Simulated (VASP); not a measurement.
# PbO in VASP: density of states with PBE+D3(BJ)

Aim: the density of states of PbO with PBE+D3(BJ).

Everything below comes from runs of VASP 6.6.1. Logs are shortened: lines on timing, memory, paths and dates and some standing lists are left out, and cuts for length are marked.

### 1 The cell of the first run

The cell holds a slab with vacuum, 4 atoms: a = 4.012 Å, b = 4.012 Å, c = 30.749 Å, α = 90.00°, β = 90.00°, γ = 90.00°.

### 2 Density of states, PBE+D3(BJ)

File POSCAR:

```
PbO
1.0
    4.0122630501      0.0000000000      0.0000000000
    0.0000000000      4.0122630501      0.0000000000
    0.0000000000      0.0000000000     30.7487272090
Pb O
2 2
Direct
    0.0000000000      0.5000000000      0.4607539969
    0.5000000000      0.0000000000      0.5392460031
    0.0000000000      0.0000000000      0.5000000000
    0.5000000000      0.5000000000      0.5000000000
```

File INCAR.step1:

```
PREC     = Accurate       # precision mode
ENCUT    = 520            # plane-wave cutoff, eV
EDIFF    = 1E-7           # SCF threshold, eV
ISMEAR   = 0              # smearing method
SIGMA    = 0.02           # smearing width, eV
LREAL    = F              # projectors in reciprocal space
LASPH    = T              # aspherical terms in the spheres
NELM     = 60             # most SCF steps
ALGO     = Normal         # electronic algorithm
ISIF     = 2              # what is computed and relaxed
LWAVE    = F              # write WAVECAR
LCHARG   = T              # write CHGCAR
LDIPOL   = T            
IDIPOL   = 3            
DIPOL    = 0.5 0.5 0.500
GGA      = PE             # functional
IVDW     = 12             # dispersion correction
NBANDS   = 28             # bands
```

File KPOINTS.step1:

```
Automatic mesh
0
Gamma
  6 6 1
```

File INCAR.step2:

```
PREC     = Accurate       # precision mode
ENCUT    = 520            # plane-wave cutoff, eV
EDIFF    = 1E-7           # SCF threshold, eV
ISMEAR   = -5             # smearing method
SIGMA    = 0.02           # smearing width, eV
LREAL    = F              # projectors in reciprocal space
LASPH    = T              # aspherical terms in the spheres
NELM     = 60             # most SCF steps
ALGO     = Normal         # electronic algorithm
ISIF     = 2              # what is computed and relaxed
LWAVE    = F              # write WAVECAR
LCHARG   = F              # write CHGCAR
LDIPOL   = T            
IDIPOL   = 3            
DIPOL    = 0.5 0.5 0.500
GGA      = PE             # functional
IVDW     = 12             # dispersion correction
LORBIT   = 10             # projections on sites
NBANDS   = 28             # bands
NEDOS    = 1001           # points of the DOS
ICHARG   = 11             # starting density
```

File KPOINTS.step2:

```
Automatic mesh
0
Gamma
  9 9 1
```

Potentials or basis: VASP PAW PBE potentials, release 64 (Pb_d, O).

Launch:

```
$ cat potpaw_PBE.64/Pb_d/POTCAR potpaw_PBE.64/O/POTCAR > POTCAR
$ cp INCAR.step1 INCAR
$ cp KPOINTS.step1 KPOINTS
$ mpirun -np 1 vasp_std > vasp.out
$ cp INCAR.step2 INCAR
$ cp KPOINTS.step2 KPOINTS
$ mpirun -np 1 vasp_std > vasp.out
```

OUTCAR:

```text
PREC = Accurate
   ENCUT = 520
   EDIFF = 1E-7
   ISMEAR = -5
   LREAL = F
   LASPH = T
   NELM = 60
   ISIF = 2
   GGA = PE
   IVDW = 12
   LORBIT = 10
   ICHARG = 11
 IVDW          = 12

 ion  position               nearest neighbor table
   1  0.000  0.500  0.461-   3 2.34   4 2.34   3 2.34   4 2.34   2 3.72   2 3.72   2 3.72   2 3.72

   2  0.500  0.000  0.539-   3 2.34   4 2.34   4 2.34   3 2.34   1 3.72   1 3.72   1 3.72   1 3.72

   3  0.000  0.000  0.500-   1 2.34   2 2.34   1 2.34   2 2.34
   4  0.500  0.500  0.500-   1 2.34   2 2.34   2 2.34   1 2.34

  LATTYP: Found a simple tetragonal cell.
 ALAT       =     4.0122630501
 C/A-ratio  =     7.6636867586

  Lattice vectors:

 A1 = (   4.0122630501,   0.0000000000,   0.0000000000)
 A2 = (   0.0000000000,   4.0122630501,   0.0000000000)
 A3 = (   0.0000000000,   0.0000000000,  30.7487272090)

Analysis of symmetry for initial positions (statically):
=====================================================================
 Subroutine PRICEL returns:
 Original cell was already a primitive cell.

 Routine SETGRP: Setting up the symmetry group for a
 simple tetragonal supercell.

 Subroutine GETGRP returns: Found 16 space group operations
 (whereof  8 operations were pure point group operations)
 out of a pool of 16 trial point group operations.

The static configuration has the point symmetry D_2d.
 The point group associated with its full space group is D_4h.

Analysis of symmetry for dynamics (positions and initial velocities):
=====================================================================
 Subroutine PRICEL returns:
 Original cell was already a primitive cell.

 Routine SETGRP: Setting up the symmetry group for a
 simple tetragonal supercell.

 Subroutine GETGRP returns: Found 16 space group operations
 (whereof  8 operations were pure point group operations)
 out of a pool of 16 trial point group operations.

The dynamic configuration has the point symmetry D_2d.
 The point group associated with its full space group is D_4h.

 Subroutine INISYM returns: Found 16 space group operations
 (whereof  8 operations are pure point group operations),
 and found     1 'primitive' translations

----------------------------------------------------------------------------------------

                                     Primitive cell

  volume of cell :     495.0008

  direct lattice vectors                    reciprocal lattice vectors
     4.012263050  0.000000000  0.000000000     0.249235902  0.000000000  0.000000000
     0.000000000  4.012263050  0.000000000     0.000000000  0.249235902  0.000000000
     0.000000000  0.000000000 30.748727209     0.000000000  0.000000000  0.032521671

  length of vectors
     4.012263050  4.012263050 30.748727209     0.249235902  0.249235902  0.032521671

  position of ions in fractional coordinates (direct lattice)
     0.000000000  0.500000000  0.460753997
     0.500000000  0.000000000  0.539246003
     0.000000000  0.000000000  0.500000000
     0.500000000  0.500000000  0.500000000

  ion indices of the primitive-cell ions
   primitive index   ion index
                 1           1
                 2           2
                 3           3
                 4           4

----------------------------------------------------------------------------------------

 KPOINTS: Automatic mesh

Automatic generation of k-mesh.
 Grid dimensions read from file:
 generate k-points for:    9    9    1

 Generating k-lattice:

  Cartesian coordinates                     Fractional coordinates (reciprocal lattice)
     0.027692878  0.000000000  0.000000000     0.111111111  0.000000000  0.000000000
     0.000000000  0.027692878  0.000000000     0.000000000  0.111111111  0.000000000
     0.000000000  0.000000000  0.032521671     0.000000000  0.000000000  1.000000000

  Length of vectors
     0.027692878  0.027692878  0.032521671

  Shift w.r.t. Gamma in fractional coordinates (k-lattice)
     0.000000000  0.000000000  0.000000000

 TETIRR: Found    111 inequivalent tetrahedra from      486

 Subroutine IBZKPT returns following result:
 ===========================================

 Found     15 irreducible k-points:

 Following reciprocal coordinates:
            Coordinates               Weight
  0.000000  0.000000  0.000000      1.000000
  0.111111  0.000000  0.000000      4.000000
  0.222222  0.000000  0.000000      4.000000
  0.333333  0.000000  0.000000      4.000000
  0.444444  0.000000  0.000000      4.000000
  0.111111  0.111111  0.000000      4.000000
  0.222222  0.111111  0.000000      8.000000
  0.333333  0.111111  0.000000      8.000000
  0.444444  0.111111  0.000000      8.000000
  0.222222  0.222222  0.000000      4.000000
  0.333333  0.222222  0.000000      8.000000
  0.444444  0.222222  0.000000      8.000000
  0.333333  0.333333  0.000000      4.000000
  0.444444  0.333333  0.000000      8.000000
  0.444444  0.444444  0.000000      4.000000
   k-points           NKPTS =     15   k-points in BZ     NKDIM =     15   number of bands    NBANDS=     28
   number of dos      NEDOS =   1001   number of ions     NIONS =      4
   total plane-waves  NPLWV = 216000
   dimension x,y,z NGX =    30 NGY =   30 NGZ =  240
   dimension x,y,z NGXF=    60 NGYF=   60 NGZF=  480
   ions per type =               2   2
   NGX,Y,Z   is equivalent  to a cutoff of  12.43, 12.43, 12.98 a.u.
   NGXF,Y,Z  is equivalent  to a cutoff of  24.86, 24.86, 25.95 a.u.
 SYSTEM =  unknown system
   PREC   = accura    normal or accurate (medium, high low for compatibility)
   ISTART =      0    job   : 0-new  1-cont  2-samecut
   ICHARG =     11    charge: 1-file 2-atom 10-const
   ISPIN  =      1    spin polarized calculation?
   LNONCOLLINEAR =      F non collinear calculations
   LSORBIT =      F    spin-orbit coupling
   LASPH  =      T    aspherical Exc in radial PAW
   ENCUT  =  520.0 eV  38.22 Ry    6.18 a.u.   7.46  7.46 57.17*2*pi/ulx,y,z
   NELM   =     60;   NELMIN=  2; NELMDL=  0     # of ELM steps
   EDIFF  = 0.1E-06   stopping-criterion for ELM
   LREAL  =      F    real-space projection
   EDIFFG = 0.1E-05   stopping-criterion for IOM
   NSW    =      0    number of steps for IOM
   IBRION =     -1    ionic relax: 0-MD 1-quasi-New 2-CG
   NFREE  =      0    steps in history (QN), initial steepest desc. (CG)
   ISIF   =      2    stress and relaxation
   ISYM   =      2    0-nonsym 1-usesym 2-fastsym
   POTIM  = 0.5000    time-step for ionic-motion
   TEBEG  =    0.0;   TEEND  =   0.0 temperature during run
   PSTRESS=    0.0 pullay stress
   NELECT =      40.0000    total number of electrons
   NUPDOWN=      -1.0000    fix difference up-down
   EMIN   =  10.00;   EMAX   =-10.00  energy-range for DOS
   EFERMI =   0.00;   METHOD = LEGACY
   ISMEAR =    -5;   SIGMA  =   0.02  broadening in eV -4-tet -1-fermi 0-gaus
   EFERMI_NEDOS =   21; number of points for ismear=-14 and -15
   IALGO  =     38    algorithm
   IMIX   =      4    mixing-type and parameters
     AMIX     =   0.40;   BMIX     =  1.00
     AMIX_MAG =   1.60;   BMIX_MAG =  1.00
  volume/ion in A,a.u.               =     123.75       835.11
  Fermi-wavevector in a.u.,A,eV,Ry     =   0.707771  1.337494  6.815702  0.500940
  Thomas-Fermi vector in A             =   1.793909
   LORBIT       =     10    0 simple, 1 ext, 2 COOP (PROOUT), +10 PAW based schemes
   GGA     = PE    functional components
   LHFCALC =     F    Hartree Fock is set to
   AEXX    =    0.0000 exact exchange contribution
   IVDW    =    12    specifies the selected vdW correction
   LEPSILON=     F    determine dielectric tensor
   LRPA    =     F    only Hartree local field effects (RPA)
 non-spin polarized calculation
 Fermi weights with tetrahedron method with Bloechl corrections
  energy-cutoff  :      520.00
  volume of cell :      495.00
 maximum number of plane-waves:     13451
 NGX is ok and might be reduce to    30

 number of electron      40.0000007 magnetization

 dipolmoment           0.000000      0.000000      0.000000 electrons x Angstroem

 Free energy of the ion-electron system (eV)
  ---------------------------------------------------
  ext. energy  EPLUGINS =         0.00000000
  ---------------------------------------------------
  free energy    TOTEN  =       -21.46176111 eV

  energy without entropy =      -21.46176111  energy(sigma->0) =      -21.46176111

 E-fermi :  -3.0752     XC(G=0):  -2.0136

 val. band max:       -3.0856356724   @ k =   0.0000   0.0000   0.0000
 cond. band min:      -0.5028994622   @ k =   0.0000   0.0000   0.0000
 fundamental gap:      2.5827362103
 Fermi energy:        -3.0751850487

 k-point     1 :       0.0000    0.0000    0.0000
  band No.  band energies     occupation
      1     -20.6710      2.00000
      2     -20.2111      2.00000
      3     -18.5166      2.00000
      4     -18.5166      2.00000
      5     -18.4951      2.00000
      6     -18.4683      2.00000
[... 20 lines left out ...]
     27       2.5880      0.00000
     28       2.6358      0.00000

 k-point     2 :       0.1111    0.0000    0.0000
  band No.  band energies     occupation
      1     -20.6494      2.00000
      2     -20.2195      2.00000
      3     -18.5152      2.00000
      4     -18.5120      2.00000
      5     -18.4876      2.00000
      6     -18.4606      2.00000
[... 395 lines left out ...]
 k-point    15 :       0.4444    0.4444    0.0000
  band No.  band energies     occupation
      1     -20.3756      2.00000
      2     -20.3632      2.00000
      3     -18.4459      2.00000
      4     -18.4423      2.00000
      5     -18.3855      2.00000
      6     -18.3811      2.00000
[... 20 lines left out ...]
     27       3.7795      0.00000
     28       3.7852      0.00000

------------------------ aborting loop because EDIFF is reached ----------------------------------------

 vacuum level on the upper side and lower side of the slab       (xc-potential included)        -0.007        -0.007

 Edisp (eV)   -0.54946

 E8    (eV) :    -0.2613

  FORCE on cell =-STRESS in cart. coord.  units (eV):
  Direction    XX          YY          ZZ          XY          YZ          ZX
  --------------------------------------------------------------------------------------
  -------------------------------------------------------------------------------------
  Total       0.02969     0.02969     0.01923     0.00000     0.00000    -0.00000
  in kB       0.09611     0.09611     0.06226     0.00000     0.00000    -0.00000
  external pressure =        0.08 kB  Pullay stress =        0.00 kB

 VOLUME and BASIS-vectors are now :
 -----------------------------------------------------------------------------
  energy-cutoff  :      520.00
  volume of cell :      495.00
      direct lattice vectors                 reciprocal lattice vectors
     4.012263050  0.000000000  0.000000000     0.249235902  0.000000000  0.000000000
     0.000000000  4.012263050  0.000000000     0.000000000  0.249235902  0.000000000
     0.000000000  0.000000000 30.748727209     0.000000000  0.000000000  0.032521671

 POSITION                                       TOTAL-FORCE (eV/Angst)
 -----------------------------------------------------------------------------------
      0.00000      2.00613     14.16760         0.000000      0.000000     -0.039289
      2.00613      0.00000     16.58113         0.000000      0.000000      0.039289
      0.00000      0.00000     15.37436         0.000000      0.000000     -0.000000
      2.00613      2.00613     15.37436        -0.000000      0.000000     -0.000000
 -----------------------------------------------------------------------------------
    total drift:                                0.000000      0.000000      0.000000

  FREE ENERGIE OF THE ION-ELECTRON SYSTEM (eV)
  ---------------------------------------------------
  free  energy   TOTEN  =       -22.0112223668 eV

  energy  without entropy=      -22.0112223668  energy(sigma->0) =      -22.01122237

 vacuum level on the upper side and lower side of the slab         1.475         1.475

 total charge

# of ion       s       p       d       tot
------------------------------------------
    1        1.384   0.606   9.870  11.860
    2        1.384   0.606   9.870  11.860
    3        1.577   3.384   0.000   4.961
    4        1.577   3.384   0.000   4.961
--------------------------------------------------
tot          5.922   7.980  19.740  33.642
```

It took 4.4 min on 1 thread of Intel Xeon Platinum 8559C (Emerald Rapids), shared host; peak memory 0.54 GiB.

Results:

| Item | Value |
| --- | --- |
| Valence electrons inside the program's atomic spheres | Pb 11.86; O 4.96 |
| Dispersion energy per atom | -0.137 eV |

Caveat: spin-orbit coupling is left out, which moves the levels of the heavy elements.
